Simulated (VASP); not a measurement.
# C in VASP: a series of runs

The runs below take C through single point, with PBE+D3(BJ).

Everything below comes from runs of VASP 6.6.1. Logs are shortened: lines on timing, memory, paths and dates and some standing lists are left out, and cuts for length are marked.

### 1 The cell of the first run

The cell holds a slab with vacuum, 48 atoms: a = 5.030 Å, b = 7.114 Å, c = 25.083 Å, α = 90.00°, β = 90.00°, γ = 90.00°.

### 2 Single point, PBE+D3(BJ)

Input file INCAR:

```
  PREC = Accurate
  ENCUT = 520
  EDIFF = 1E-7
  ISMEAR = 0
  SIGMA = 0.05
  LREAL = Auto
  LASPH = True
  NELM = 80
  ALGO = Normal
  ISIF = 2
  LWAVE = False
  LCHARG = True
  LDIPOL = True
  IDIPOL = 3
  DIPOL = 0.5 0.5 0.443
  GGA = PE
  IVDW = 12
  LELF = True
  LVHAR = True
  LVACPOTAV = True
  NBANDS = 126
```

Input file KPOINTS:

```
regular mesh
0
Gamma
  3 2 1
```

Input file POSCAR:

```
C
1.0
    5.0301999808      0.0000000000      0.0000000000
    0.0000000000      7.1137770343      0.0000000000
    0.0000000000      0.0000000000     25.0834499760
C
48
Direct
    0.2500000000      0.5000000000      0.3189353939
    0.2500000000      0.0000000000      0.3189353939
    0.7500000000      0.5000000000      0.3189353939
    0.7500000000      0.0000000000      0.3189353939
    0.5000000000      0.6250000000      0.3189353939
    0.5000000000      0.1250000000      0.3189353939
    0.0000000000      0.6250000000      0.3189353939
    0.0000000000      0.1250000000      0.3189353939
    0.5000000000      0.7500000000      0.3690700444
    0.5000000000      0.2500000000      0.3690700444
    0.0000000000      0.7500000000      0.3690700444
    0.0000000000      0.2500000000      0.3690700444
    0.7500000000      0.8750000000      0.3690700444
    0.7500000000      0.3750000000      0.3690700444
    0.2500000000      0.8750000000      0.3690700444
    0.2500000000      0.3750000000      0.3690700444
    0.7500000000      0.0000000000      0.4192046948
    0.7500000000      0.5000000000      0.4192046948
    0.2500000000      0.0000000000      0.4192046948
    0.2500000000      0.5000000000      0.4192046948
    0.0000000000      0.1250000000      0.4192046948
    0.0000000000      0.6250000000      0.4192046948
    0.5000000000      0.1250000000      0.4192046948
    0.5000000000      0.6250000000      0.4192046948
   -0.0000184343      0.2506705328      0.4690412396
   -0.0000075415      0.7504705977      0.4690670657
    0.5000502523      0.2505687470      0.4690709802
    0.5000246974      0.7503534275      0.4691890305
    0.2500404781      0.3743345206      0.4690117101
    0.2500057682      0.8743066701      0.4690232315
    0.7499737345      0.3746043202      0.4691593292
    0.7500381278      0.8743362470      0.4691050041
    0.2501206714      0.5047838980      0.5209193104
    0.2499460049      0.0046593837      0.5205762789
    0.7498776911      0.5045672800      0.5209049895
    0.7501748258      0.0048756922      0.5206920205
    0.5001011577      0.6207527634      0.5208432794
    0.4998914847      0.1204915837      0.5206422672
   -0.0001178264      0.6203339589      0.5209143943
    0.0002239019      0.1206874893      0.5206221427
    0.4999687379      0.7645780232      0.5639615132
    0.5004352050      0.2637113173      0.5634810145
   -0.0000952998      0.7652574558      0.5631760747
   -0.0002481248      0.2639896793      0.5634093770
    0.7500271688      0.8605453166      0.5630872710
    0.7499200070      0.3599571591      0.5635260056
    0.2500757975      0.8609267939      0.5630007357
    0.2501017860      0.3593898365      0.5627190843
```

Potentials or basis: VASP PAW PBE potentials, release 64 (C).

The run is started by

```
$ cat potpaw_PBE.64/C/POTCAR > POTCAR
$ mpirun -np 1 vasp_std > vasp.out
```

OUTCAR:

```text
PREC = Accurate
   ENCUT = 520
   EDIFF = 1E-7
   ISMEAR = 0
   LREAL = Auto
   LASPH = True
   NELM = 80
   ISIF = 2
   GGA = PE
   IVDW = 12
 IVDW          = 12

 ion  position               nearest neighbor table
   1  0.250  0.500  0.319-   5 1.54   7 1.54  16 1.54
   2  0.250  0.000  0.319-   6 1.54   8 1.54  15 1.54
   3  0.750  0.500  0.319-   5 1.54   7 1.54  14 1.54
   4  0.750  0.000  0.319-   6 1.54   8 1.54  13 1.54
   5  0.500  0.625  0.319-   1 1.54   3 1.54   9 1.54
   6  0.500  0.125  0.319-   2 1.54   4 1.54  10 1.54
   7  0.000  0.625  0.319-   1 1.54   3 1.54  11 1.54
   8  0.000  0.125  0.319-   2 1.54   4 1.54  12 1.54
   9  0.500  0.750  0.369-  13 1.54  15 1.54  24 1.54   5 1.54
  10  0.500  0.250  0.369-  14 1.54  16 1.54  23 1.54   6 1.54
  11  0.000  0.750  0.369-  13 1.54  15 1.54  22 1.54   7 1.54
  12  0.000  0.250  0.369-  14 1.54  16 1.54  21 1.54   8 1.54
  13  0.750  0.875  0.369-   9 1.54  11 1.54  17 1.54   4 1.54
  14  0.750  0.375  0.369-  10 1.54  12 1.54  18 1.54   3 1.54
[... 24 lines left out ...]
  39  1.000  0.620  0.521-  43 1.48  35 1.50  33 1.50  26 1.60
  40  0.000  0.121  0.521-  44 1.48  34 1.50  36 1.50  25 1.59
  41  0.500  0.765  0.564-  45 1.43  47 1.43  37 1.49
  42  0.500  0.264  0.563-  46 1.43  48 1.43  38 1.48
  43  1.000  0.765  0.563-  45 1.43  47 1.43  39 1.48
  44  1.000  0.264  0.563-  46 1.43  48 1.43  40 1.48
  45  0.750  0.861  0.563-  43 1.43  41 1.43  36 1.48
  46  0.750  0.360  0.564-  42 1.43  44 1.43  35 1.48
  47  0.250  0.861  0.563-  43 1.43  41 1.43  34 1.48
  48  0.250  0.359  0.563-  44 1.43  42 1.43  33 1.47

  LATTYP: Found a simple orthorhombic cell.
 ALAT       =     5.0301999808
 B/A-ratio  =     1.4142135624
 C/A-ratio  =     4.9865711248

  Lattice vectors:

 A1 = (   5.0301999808,   0.0000000000,   0.0000000000)
 A2 = (   0.0000000000,   7.1137770343,   0.0000000000)
 A3 = (   0.0000000000,   0.0000000000,  25.0834499760)

Analysis of symmetry for initial positions (statically):
=====================================================================
 Subroutine PRICEL returns:
 Original cell was already a primitive cell.

 Routine SETGRP: Setting up the symmetry group for a
 simple orthorhombic supercell.

 Subroutine GETGRP returns: Found  1 space group operations
 (whereof  1 operations were pure point group operations)
 out of a pool of  8 trial point group operations.

The static configuration has the point symmetry C_1 .

Analysis of symmetry for dynamics (positions and initial velocities):
=====================================================================
 Subroutine PRICEL returns:
 Original cell was already a primitive cell.

 Routine SETGRP: Setting up the symmetry group for a
 simple orthorhombic supercell.

 Subroutine GETGRP returns: Found  1 space group operations
 (whereof  1 operations were pure point group operations)
 out of a pool of  8 trial point group operations.

The dynamic configuration has the point symmetry C_1 .

 Subroutine INISYM returns: Found  1 space group operations
 (whereof  1 operations are pure point group operations),
 and found     1 'primitive' translations

----------------------------------------------------------------------------------------

                                     Primitive cell

  volume of cell :     897.5792

  direct lattice vectors                    reciprocal lattice vectors
     5.030199981  0.000000000  0.000000000     0.198799253  0.000000000  0.000000000
     0.000000000  7.113777034  0.000000000     0.000000000  0.140572300  0.000000000
     0.000000000  0.000000000 25.083449976     0.000000000  0.000000000  0.039866924

  length of vectors
     5.030199981  7.113777034 25.083449976     0.198799253  0.140572300  0.039866924

  position of ions in fractional coordinates (direct lattice)
     0.250000000  0.500000000  0.318935394
     0.250000000  0.000000000  0.318935394
     0.750000000  0.500000000  0.318935394
     0.750000000  0.000000000  0.318935394
     0.500000000  0.625000000  0.318935394
     0.500000000  0.125000000  0.318935394
[... 40 lines left out ...]
     0.250075798  0.860926794  0.563000736
     0.250101786  0.359389837  0.562719084

  ion indices of the primitive-cell ions
   primitive index   ion index
                 1           1
                 2           2
                 3           3
                 4           4
                 5           5
                 6           6
[... 40 lines left out ...]
                47          47
                48          48

----------------------------------------------------------------------------------------

 KPOINTS: regular mesh

Automatic generation of k-mesh.
 Grid dimensions read from file:
 generate k-points for:    3    2    1

 Generating k-lattice:

  Cartesian coordinates                     Fractional coordinates (reciprocal lattice)
     0.066266418  0.000000000  0.000000000     0.333333333  0.000000000  0.000000000
     0.000000000  0.070286150  0.000000000     0.000000000  0.500000000  0.000000000
     0.000000000  0.000000000  0.039866924     0.000000000  0.000000000  1.000000000

  Length of vectors
     0.066266418  0.070286150  0.039866924

  Shift w.r.t. Gamma in fractional coordinates (k-lattice)
     0.000000000  0.000000000  0.000000000

 Subroutine IBZKPT returns following result:
 ===========================================

 Found      4 irreducible k-points:

 Following reciprocal coordinates:
            Coordinates               Weight
  0.000000  0.000000  0.000000      1.000000
  0.333333  0.000000  0.000000      2.000000
  0.000000  0.500000  0.000000      1.000000
  0.333333  0.500000  0.000000      2.000000
   k-points           NKPTS =      4   k-points in BZ     NKDIM =      4   number of bands    NBANDS=    126
   number of dos      NEDOS =    301   number of ions     NIONS =     48
   total plane-waves  NPLWV = 414720
   dimension x,y,z NGX =    40 NGY =   54 NGZ =  192
   dimension x,y,z NGXF=    80 NGYF=  108 NGZF=  384
   ions per type =              48
   NGX,Y,Z   is equivalent  to a cutoff of  13.22, 12.62, 12.73 a.u.
   NGXF,Y,Z  is equivalent  to a cutoff of  26.44, 25.24, 25.45 a.u.
 SYSTEM =  unknown system
   PREC   = accura    normal or accurate (medium, high low for compatibility)
   ISTART =      0    job   : 0-new  1-cont  2-samecut
   ICHARG =      2    charge: 1-file 2-atom 10-const
   ISPIN  =      1    spin polarized calculation?
   LNONCOLLINEAR =      F non collinear calculations
   LSORBIT =      F    spin-orbit coupling
   LASPH  =      T    aspherical Exc in radial PAW
   ENCUT  =  520.0 eV  38.22 Ry    6.18 a.u.   9.35 13.23 46.64*2*pi/ulx,y,z
   NELM   =     80;   NELMIN=  2; NELMDL= -5     # of ELM steps
   EDIFF  = 0.1E-06   stopping-criterion for ELM
   LREAL  =      T    real-space projection
   EDIFFG = 0.1E-05   stopping-criterion for IOM
   NSW    =      0    number of steps for IOM
   IBRION =     -1    ionic relax: 0-MD 1-quasi-New 2-CG
   NFREE  =      0    steps in history (QN), initial steepest desc. (CG)
   ISIF   =      2    stress and relaxation
   ISYM   =      2    0-nonsym 1-usesym 2-fastsym
   POTIM  = 0.5000    time-step for ionic-motion
   TEBEG  =    0.0;   TEEND  =   0.0 temperature during run
   PSTRESS=    0.0 pullay stress
   NELECT =     192.0000    total number of electrons
   NUPDOWN=      -1.0000    fix difference up-down
   EMIN   =  10.00;   EMAX   =-10.00  energy-range for DOS
   EFERMI =   0.00;   METHOD = LEGACY
   ISMEAR =     0;   SIGMA  =   0.05  broadening in eV -4-tet -1-fermi 0-gaus
   EFERMI_NEDOS =   21; number of points for ismear=-14 and -15
   IALGO  =     38    algorithm
   IMIX   =      4    mixing-type and parameters
     AMIX     =   0.40;   BMIX     =  1.00
     AMIX_MAG =   1.60;   BMIX_MAG =  1.00
  volume/ion in A,a.u.               =      18.70       126.19
  Fermi-wavevector in a.u.,A,eV,Ry     =   0.979079  1.850191 13.042481  0.958595
  Thomas-Fermi vector in A             =   2.109904
   LORBIT       =      0    0 simple, 1 ext, 2 COOP (PROOUT), +10 PAW based schemes
   GGA     = PE    functional components
   LHFCALC =     F    Hartree Fock is set to
   AEXX    =    0.0000 exact exchange contribution
   IVDW    =    12    specifies the selected vdW correction
   LEPSILON=     F    determine dielectric tensor
   LRPA    =     F    only Hartree local field effects (RPA)
 non-spin polarized calculation
 Gauss-broadening in eV      SIGMA  =   0.05
  energy-cutoff  :      520.00
  volume of cell :      897.58
 maximum number of plane-waves:     24262
 NGX is ok and might be reduce to    40
   NGX = 19   NGY = 27   NGZ = 93

 dipolmoment           0.000000      0.000000      0.408536 electrons x Angstroem

 number of electron     192.0000012 magnetization

 dipolmoment           0.000000      0.000000     -0.128075 electrons x Angstroem

 Free energy of the ion-electron system (eV)
  ---------------------------------------------------
  ext. energy  EPLUGINS =         0.00000000
  ---------------------------------------------------
  free energy    TOTEN  =      -409.48602340 eV

  energy without entropy =     -409.46985532  energy(sigma->0) =     -409.47793936

 E-fermi :  -0.8806     XC(G=0):  -4.7669

 val. band max:       -0.9680082592   @ k =   0.0000   0.0000   0.0000
 cond. band min:      -0.8633399463   @ k =   0.3333   0.0000   0.0000
 fundamental gap:      0.1046683129
 Fermi energy:        -0.8806349781

 k-point     1 :       0.0000    0.0000    0.0000
  band No.  band energies     occupation
      1     -22.7482      2.00000
      2     -21.3712      2.00000
      3     -20.5759      2.00000
      4     -20.3764      2.00000
      5     -19.2492      2.00000
      6     -19.1440      2.00000
[... 100 lines left out ...]
    107       4.0589      0.00000
    108       4.0679      0.00000

 k-point     2 :       0.3333    0.0000    0.0000
  band No.  band energies     occupation
      1     -22.2370      2.00000
      2     -20.8689      2.00000
      3     -20.7218      2.00000
      4     -20.0824      2.00000
      5     -19.8847      2.00000
      6     -19.3806      2.00000
[... 100 lines left out ...]
    107       3.9460      0.00000
    108       4.4590      0.00000

 k-point     3 :       0.0000    0.5000    0.0000
  band No.  band energies     occupation
      1     -22.1798      2.00000
      2     -22.1689      2.00000
      3     -20.8170      2.00000
      4     -20.8101      2.00000
      5     -18.6395      2.00000
      6     -18.6352      2.00000
[... 100 lines left out ...]
    107       4.7136      0.00000
    108       4.7163      0.00000

 k-point     4 :       0.3333    0.5000    0.0000
  band No.  band energies     occupation
      1     -21.6725      2.00000
      2     -21.6615      2.00000
      3     -20.3194      2.00000
      4     -20.3126      2.00000
      5     -20.1722      2.00000
      6     -20.1610      2.00000
[... 100 lines left out ...]
    107       4.9236      0.00000
    108       4.9343      0.00000
 [bands above 108 left out]

------------------------ aborting loop because EDIFF is reached ----------------------------------------

 Edisp (eV)   -7.50509

 E8    (eV) :    -2.2548

  FORCE on cell =-STRESS in cart. coord.  units (eV):
  Direction    XX          YY          ZZ          XY          YZ          ZX
  --------------------------------------------------------------------------------------
  -------------------------------------------------------------------------------------
  Total     -12.68106    22.27465    -8.51092    -0.00546     0.04067    -0.01198
  in kB     -22.63567    39.76021   -15.19198    -0.00975     0.07260    -0.02138
  external pressure =        0.64 kB  Pullay stress =        0.00 kB

 VOLUME and BASIS-vectors are now :
 -----------------------------------------------------------------------------
  energy-cutoff  :      520.00
  volume of cell :      897.58
      direct lattice vectors                 reciprocal lattice vectors
     5.030199981  0.000000000  0.000000000     0.198799253  0.000000000  0.000000000
     0.000000000  7.113777034  0.000000000     0.000000000  0.140572300  0.000000000
     0.000000000  0.000000000 25.083449976     0.000000000  0.000000000  0.039866924

 POSITION                                       TOTAL-FORCE (eV/Angst)
 -----------------------------------------------------------------------------------
      1.25755      3.55689      8.00000         0.000145      4.568914      1.000776
      1.25755      0.00000      8.00000         0.001489      4.571548      1.007235
      3.77265      3.55689      8.00000        -0.001086      4.568053      1.002311
      3.77265      0.00000      8.00000        -0.000683      4.565479      0.992223
      2.51510      4.44611      8.00000         0.001946     -4.569629      0.997553
      2.51510      0.88922      8.00000        -0.000285     -4.567657      0.990500
[... 40 lines left out ...]
      1.25793      6.12444     14.12200         0.028468     -0.086140      0.126145
      1.25806      2.55662     14.11494         0.012939      0.024765      0.246916
 -----------------------------------------------------------------------------------
    total drift:                               -0.000307     -0.012728     -0.006885

  FREE ENERGIE OF THE ION-ELECTRON SYSTEM (eV)
  ---------------------------------------------------
  free  energy   TOTEN  =      -416.9911110875 eV

  energy  without entropy=     -416.9749430075  energy(sigma->0) =     -416.98302705

 vacuum level on the upper side and lower side of the slab         4.445         5.092
```

It took 14 min on 1 thread of Intel Xeon 6975P-C (Granite Rapids), shared host; peak memory 0.9 GiB.

Results:

```
Free energy                : -416.9911 eV
Largest force              : 4.681 eV/Å
Band gap on the k mesh     : zero (bands 96 and 97 overlap by 0.10 eV)
Dispersion energy per atom : -0.156 eV
```

Forces on the atoms (eV/Å):
```
C    0.000  4.569  1.001
C    0.001  4.572  1.007
C   -0.001  4.568  1.002
C   -0.001  4.565  0.992
C    0.002 -4.570  0.998
C    0.000 -4.568  0.991
C    0.001 -4.570  0.997
C   -0.002 -4.572  1.003
C    0.005  1.022 -1.118
C   -0.005  1.022 -1.125
C   -0.004  1.024 -1.133
C    0.004  1.014 -1.144
C    0.004 -1.023 -1.116
C   -0.004 -1.022 -1.118
C   -0.004 -1.015 -1.144
C    0.004 -1.024 -1.134
C   -0.004  0.458  0.097
C   -0.005  0.482  0.117
C    0.005  0.468  0.087
C    0.006  0.486  0.099
C   -0.011 -0.472  0.092
C   -0.006 -0.489  0.105
C    0.012 -0.472  0.085
C    0.007 -0.477  0.119
C    0.001  0.006  0.039
C   -0.004 -0.007  0.027
C   -0.002  0.020  0.029
C    0.005  0.026 -0.012
C   -0.001  0.054  0.021
C    0.001  0.003  0.022
C    0.001  0.003 -0.017
C   -0.002  0.018 -0.015
C    0.003 -0.003 -0.111
C    0.036  0.032  0.010
C   -0.002 -0.038  0.028
C   -0.039 -0.043 -0.029
C   -0.022 -0.014  0.123
C    0.065 -0.051  0.017
C    0.020 -0.011 -0.036
C   -0.065 -0.075  0.023
C   -0.004  0.031 -0.244
C   -0.082  0.084 -0.055
C    0.038 -0.049  0.066
C    0.055  0.046 -0.036
C   -0.058  0.025  0.086
C    0.008  0.027 -0.071
C    0.028 -0.086  0.126
C    0.013  0.025  0.247
```

Caveat: the k points lie up to 0.44 Å⁻¹ apart.

(Continued in part 2 of 2.)
